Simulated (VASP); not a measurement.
# MgScI2 (P4/mmm) in VASP: notebook, part 2 of 2

VASP 6.6.1. The steps go on from the part before.

## 5. Single point, PBE

This run uses another cell than the first one, of 25.88 Å³/atom, 0.860 times its volume.

INCAR

```
PREC = Accurate
ENCUT = 520
EDIFF = 1E-7
ISMEAR = 0
SIGMA = 0.1
LREAL = F
LASPH = T
NELM = 100
ALGO = Normal
ISIF = 2
LWAVE = F
LCHARG = T
GGA = PE
LELF = T
LVHAR = T
NBANDS = 22
```

KPOINTS

```
Automatic mesh
0
Gamma
  4 4 6
```

POSCAR

```
MgScI2
1.0
    6.2734051100      0.0000000000      0.0000000000
    0.0000000000      6.2734051100      0.0000000000
    0.0000000000      0.0000000000      2.6308237400
Mg Sc I
1 1 2
Direct
    0.0000000000      0.0000000000      0.0000000000
    0.5000000000      0.5000000000      0.5000000000
    0.5000000000      0.0000000000      0.0000000000
    0.0000000000      0.5000000000      0.0000000000
```

Potentials or basis: VASP PAW PBE potentials, release 64 (Mg, Sc_sv, I).

Launch:

```bash
$ cat potpaw_PBE.64/Mg/POTCAR potpaw_PBE.64/Sc_sv/POTCAR potpaw_PBE.64/I/POTCAR > POTCAR
$ mpirun -np 1 vasp_std > vasp.out
```

OUTCAR:

```text
PREC = Accurate
   ENCUT = 520
   EDIFF = 1E-7
   ISMEAR = 0
   LREAL = F
   LASPH = T
   NELM = 100
   ISIF = 2
   GGA = PE

 ion  position               nearest neighbor table
   1  0.000  0.000  0.000-   3 3.14   4 3.14   4 3.14   3 3.14
   2  0.500  0.500  0.500-   3 3.40   4 3.40   3 3.40   4 3.40   3 3.40   3 3.40   4 3.40   4 3.40

   3  0.500  0.000  0.000-   1 3.14   1 3.14   2 3.40   2 3.40   2 3.40   2 3.40
[... 800 lines left out ...]
  Direction    XX          YY          ZZ          XY          YZ          ZX
  --------------------------------------------------------------------------------------
  -------------------------------------------------------------------------------------
  Total       -0.3369353     -0.3369353     42.0639041      0.0000000     -0.0000000      0.0000000
  in kB       -5.2138520     -5.2138520    650.9111973      0.0000000     -0.0000000      0.0000000
  external PRESSURE =     213.4944978 kB  Pullay stress =       0.0000000 kB

 VOLUME and BASIS-vectors are now :
 -----------------------------------------------------------------------------
  energy-cutoff  :      520.00
  volume of cell :      103.54
      direct lattice vectors                 reciprocal lattice vectors
     6.273405110  0.000000000  0.000000000     0.159403065  0.000000000  0.000000000
     0.000000000  6.273405110  0.000000000     0.000000000  0.159403065  0.000000000
     0.000000000  0.000000000  2.630823740     0.000000000  0.000000000  0.380109083

 POSITION                                       TOTAL-FORCE (eV/Angst)
 -----------------------------------------------------------------------------------
      0.00000      0.00000      0.00000         0.000000      0.000000      0.000000
      3.13670      3.13670      1.31541         0.000000      0.000000      0.000000
      3.13670      0.00000      0.00000         0.000000      0.000000      0.000000
      0.00000      3.13670      0.00000         0.000000      0.000000      0.000000
 -----------------------------------------------------------------------------------
    total drift:                                0.000000     -0.000000     -0.000000

  FREE ENERGIE OF THE ION-ELECTRON SYSTEM (eV)
  ---------------------------------------------------
  free  energy   TOTEN  =        -6.7120213260 eV

  energy  without entropy=       -6.6880801277  energy(sigma->0) =       -6.70005073
```

OSZICAR:

```text
N       E                     dE             d eps       ncg     rms          rms(c)
DAV:   1     0.258752155867E+03    0.25875E+03   -0.11669E+04  1064   0.106E+03
DAV:   2     0.157648715102E+02   -0.24299E+03   -0.23578E+03  1070   0.316E+02
DAV:   3    -0.579906327350E+01   -0.21564E+02   -0.20197E+02  1536   0.898E+01
DAV:   4    -0.702181426239E+01   -0.12228E+01   -0.11780E+01  1456   0.199E+01
DAV:   5    -0.706767501031E+01   -0.45861E-01   -0.45799E-01  1454   0.387E+00    0.215E+01
DAV:   6    -0.697007115445E+01    0.97604E-01   -0.21979E+00  1484   0.904E+00    0.108E+01
DAV:   7    -0.754346316903E+01   -0.57339E+00   -0.11897E+01  1606   0.135E+01    0.114E+01
DAV:   8    -0.682421736542E+01    0.71925E+00   -0.15527E+00  1458   0.653E+00    0.349E+00
DAV:   9    -0.674722717525E+01    0.76990E-01   -0.12722E-01  1624   0.178E+00    0.145E+00
DAV:  10    -0.671253051350E+01    0.34697E-01   -0.10674E-01  1530   0.129E+00    0.337E-01
DAV:  11    -0.671201904107E+01    0.51147E-03   -0.92833E-03  1580   0.470E-01    0.304E-01
DAV:  12    -0.671204886908E+01   -0.29828E-04   -0.10610E-04  1366   0.605E-02    0.356E-01
DAV:  13    -0.671202183175E+01    0.27037E-04   -0.54220E-04  1612   0.179E-01    0.467E-02
DAV:  14    -0.671202071101E+01    0.11207E-05   -0.16083E-05  1542   0.320E-02    0.282E-02
DAV:  15    -0.671202373697E+01   -0.30260E-05   -0.20874E-05  1628   0.229E-02    0.329E-02
DAV:  16    -0.671202157211E+01    0.21649E-05   -0.19961E-05  1544   0.233E-02    0.117E-02
DAV:  17    -0.671202123233E+01    0.33978E-06   -0.21859E-06  1596   0.927E-03    0.614E-03
DAV:  18    -0.671202132598E+01   -0.93650E-07   -0.45727E-07  1362   0.303E-03
   1 F= -.67120213E+01 E0= -.67000507E+01  d E =-.239412E-01
```

stdout:

```text
POSCAR found type information on POSCAR MgScI
 POSCAR found :  3 types and       4 ions
 scaLAPACK will be used
 LDA part: xc-table for (Slater+PW92), standard interpolation
 POSCAR, INCAR and KPOINTS ok, starting setup
 FFT: planning ... GRIDC
 FFT: planning ... GRID_SOFT
 FFT: planning ... GRID
 WAVECAR not read
 entering main loop
```

It took 25 s on 1 thread of Intel Xeon 6975P-C (Granite Rapids), shared host; peak memory 0.24 GiB.

Results:

| Property | Result |
| --- | --- |
| Free energy | -6.7120 eV |
| Pressure | 21.3 GPa |

Caveat: the k points lie up to 0.40 Å⁻¹ apart; spin-orbit coupling is left out, which moves the levels of the heavy elements; an odd number of electrons without spin polarisation forces a metal; a magnetic or distorted state may lie lower.

## 6. The runs side by side

```tsv
task	cell	k mesh	cutoff (eV)	gap on the mesh (eV)	pressure (GPa)
relaxation of cell and atoms	relaxed from a = 5.784, b = 5.784, c = 3.599 Å, 4 atoms	8 × 8 × 14	600	none	0.0
single point	a = 5.784, b = 5.784, c = 3.599 Å, 4 atoms	4 × 4 × 6	520	none	0.0
relaxation of cell and atoms	relaxed from a = 6.273, b = 6.273, c = 2.631 Å, 4 atoms	4 × 4 × 6	600	none	-0.1
single point	a = 6.273, b = 6.273, c = 2.631 Å, 4 atoms	4 × 4 × 6	520	none	21.3
```

Alike in all rows: level PBE; potentials or basis VASP PAW PBE potentials, release 64 (Mg, Sc_sv, I); no spin polarisation; smearing gaussian 0.1 eV.

Caveats: some runs use coarse meshes; spin-orbit coupling is left out, which moves the levels of the heavy elements; an odd number of electrons without spin polarisation forces a metal; a magnetic or distorted state may lie lower; the relaxation stopped at its first step, so nothing moved (some runs); the volume moved by over 15 % at a fixed basis, so the end points are rough (some runs).

Absolute energies hang on the potentials; compare differences alone.
